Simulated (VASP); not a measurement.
A run of VASP 6.6.1:

The input INCAR:

```
SYSTEM = K
PREC = Accurate
ENCUT = 520
EDIFF = 1E-7
ISMEAR = -1
SIGMA = 0.06122561905347299
LREAL = .FALSE.
LASPH = .TRUE.
NELM = 60
ALGO = Normal
ISIF = 2
LWAVE = .FALSE.
LCHARG = .FALSE.
GGA = PE
NBANDS = 10
```

File KPOINTS:

```
Automatic mesh
0
G
  13 13 13
  0 0 0
```

Contents of POSCAR:

```
K
1.0
    4.2412494241      0.0000000000      0.0000000000
    0.0000000000      4.2412494241      0.0000000000
    0.0000000000      0.0000000000      4.2412494241
K
1
Direct
    0.0000000000      0.0000000000      0.0000000000
```

Potentials or basis: VASP PAW PBE potentials, release 64 (K_sv).

The run is started by

```console
$ cat potpaw_PBE.64/K_sv/POTCAR > POTCAR
$ mpirun -np 1 vasp_std > vasp.out
```

Hardware: 1 thread of Intel(R) Xeon(R) 6975P-C (Granite Rapids), with other jobs on the host.

**Question.** How long does it take, and how much memory?

**Answer.** Wall time 16 s on 1 thread of Intel(R) Xeon(R) 6975P-C (Granite Rapids) (shared host), peak memory 0.19 GiB. Counts: scf iterations 13, k points 84.
